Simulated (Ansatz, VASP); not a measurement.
# SiGe: VASP beside Ansatz

```xyz
4
Lattice="3.7936 0.0000 0.0000 -1.8968 3.2853 0.0000 0.0000 0.0000 6.2665" Properties=species:S:1:pos:R:3 pbc="T T T"
Si    1.8968    1.0951    5.4804
Si    0.0000    2.1902    2.3471
Ge    1.8968    1.0951    3.2334
Ge    0.0000    2.1902    0.1001
```

Alike in both runs: task single point; functional PBEsol; k mesh 12 × 12 × 6; occupations gaussian, width 0.03 eV; no spin polarisation.

|  | VASP | Ansatz |
| --- | --- | --- |
| version | VASP 6.6.1 | Ansatz 0.2.0 |
| potentials or method | VASP PAW PBE potentials, release 64 (Si, Ge_d), cutoff 520 eV | scalar-relativistic, plane waves, PAW |
| valence electrons in the cell | 36 | 36 |

VASP gave:

```
gap on the k mesh at the Fermi level (eV)                     : none
pressure (GPa)                                                : 8.3
traceless stress, the component that is largest in VASP (GPa) : 6.35
rms of the force components (eV/Å)                            : 0.897
```

Problem. What did Ansatz give for the same quantities?

Solution. gap on the k mesh at the Fermi level (eV): none; pressure (GPa): 8.4; traceless stress, the component that is largest in VASP (GPa): 6.38; rms of the force components (eV/Å): 0.900.

VASP's potentials were made for PBE, not for PBEsol, and Ansatz warns of the same on its side. Atom by atom the forces differ by 0.003 eV/Å (rms over components). A gap of «none» marks a metal or a gap that the smearing closes.
